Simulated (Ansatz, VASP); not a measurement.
**Two plane-wave programs on BiTe**

INCAR

```
SYSTEM = BiTe
PREC = Accurate ; ENCUT = 520
EDIFF = 1E-7 ; ISMEAR = 0
SIGMA = 0.15 ; LREAL = .False.
LASPH = .True. ; NELM = 80
ALGO = Normal ; ISIF = 2
LWAVE = .False. ; LCHARG = .False.
GGA = PE ; NBANDS = 18
```

KPOINTS

```
Automatic mesh
0
Gamma
  14 14 14
  0 0 0
```

POSCAR

```
BiTe
1.0
    0.0000000000      3.2350000000      3.2350000000
    3.2350000000      0.0000000000      3.2350000000
    3.2350000000      3.2350000000      0.0000000000
Bi Te
1 1
Direct
   -0.0038639876     -0.0038639876      0.0038639876
    0.5000000000      0.5000000000      0.5000000000
```

Input for Ansatz:

```yaml
crystal:
  lattice:
    - [0.0, 3.235, 3.235]
    - [3.235, 0.0, 3.235]
    - [3.235, 3.235, 0.0]
  atoms:
    - { symbol: Bi, position: [-0.0038639876, -0.0038639876, 0.0038639876] }
    - { symbol: Te, position: [0.5, 0.5, 0.5] }
basis:
  ecutwfc: 420
kpoints:
  mp_grid: { grid: [14, 14, 14] }
hamiltonian:
  xc: pbe
scf:
  occupations: { method: gaussian, width: 0.15 }
output:
  forces: true
  stress: true
  eigenvalues: true
```

Change from the starting cell: all Bi atoms moved +0.025 Å, as atom 1 towards its neighbour atom 2 (Te) at 3.235 Å.

Alike in both runs: task single point; functional PBE; k mesh 14 × 14 × 14; occupations gaussian, width 0.15 eV; no spin polarisation.

|  | VASP | Ansatz |
| --- | --- | --- |
| version | VASP 6.6.1 | Ansatz 0.2.0 |
| potentials or method | VASP PAW PBE potentials, release 64 (Bi_d, Te), cutoff 520 eV | scalar-relativistic, plane waves, PAW |
| valence electrons in the cell | 21 | 31 |

Ansatz gave:

| Item | Value |
| --- | --- |
| gap on the k mesh at the Fermi level (eV) | none |
| pressure (GPa) | 0.8 |
| rms of the force components (eV/Å) | 0.036 |

Question: Estimate VASP's values.

Answer: gap on the k mesh at the Fermi level (eV): none; pressure (GPa): 0.7; rms of the force components (eV/Å): 0.036.

Atom by atom the forces differ by 0.000 eV/Å (rms over components). A gap of «none» marks a metal or a gap that the smearing closes. VASP's potentials hold 21 valence electrons a cell and Ansatz's 31, so a difference there can come from the potentials and not from the codes.

Neither program's run includes spin-orbit coupling.
